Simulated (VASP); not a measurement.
Input of a VASP 6.6.1 run:

Contents of POSCAR:

```
CdS
1.0
    4.2270702871      0.0000000000      0.0000000000
   -2.1135351436      3.6607502522      0.0000000000
    0.0000000000      0.0000000000      6.6695129162
Cd S
2 2
Direct
    0.3333333333      0.6666666667     -0.0044062320
    0.6666666667      0.3333333333      0.4955937680
    0.3333333333      0.6666666667      0.3794062320
    0.6666666667      0.3333333333      0.8794062320
```

INCAR.step1

```
SYSTEM = CdS
ALGO = Normal
EDIFF = 1E-4
ENCUT = 520
GGA = PE
ISMEAR = 0
LASPH = .True.
LCHARG = .False.
LREAL = .False.
LWAVE = .True.
NBANDS = 26
NELM = 60
PREC = Accurate
SIGMA = 0.01
```

File INCAR.step2:

```
SYSTEM = CdS
ALGO = Normal
EDIFF = 1E-7
ENCUT = 520
ISIF = 2
ISMEAR = 0
ISTART = 1
LASPH = .True.
LCHARG = .True.
LELF = .True.
LMIXTAU = .True.
LREAL = .False.
LVHAR = .True.
LWAVE = .False.
METAGGA = R2SCAN
NBANDS = 26
NELM = 60
PREC = Accurate
SIGMA = 0.01
```

File KPOINTS:

```
k-points
0
Gamma
  12 12 4
  0 0 0
```

Potentials or basis: VASP PAW PBE potentials, release 64 (Cd, S).

Launch:

```bash
$ cat potpaw_PBE.64/Cd/POTCAR potpaw_PBE.64/S/POTCAR > POTCAR
$ cp INCAR.step1 INCAR
$ mpirun -np 1 vasp_std > vasp.out
$ cp INCAR.step2 INCAR
$ mpirun -np 1 vasp_std > vasp.out
```

Task: Predict the band gap on the k mesh.

Result: 1.58 eV.

Task: Predict the pressure.

Result: -0.7 GPa.

Forces on the atoms (eV/Å):
```
Cd   0.000  0.000 -0.003
Cd   0.000  0.000 -0.003
S    0.000  0.000  0.003
S    0.000  0.000  0.003
```

Caveat: the cell differs from its parent crystal (epitaxial xy strain +1.5%); the PAW data sets were made with another functional, which shifts forces and pressure a little. A k mesh can miss the band edges.
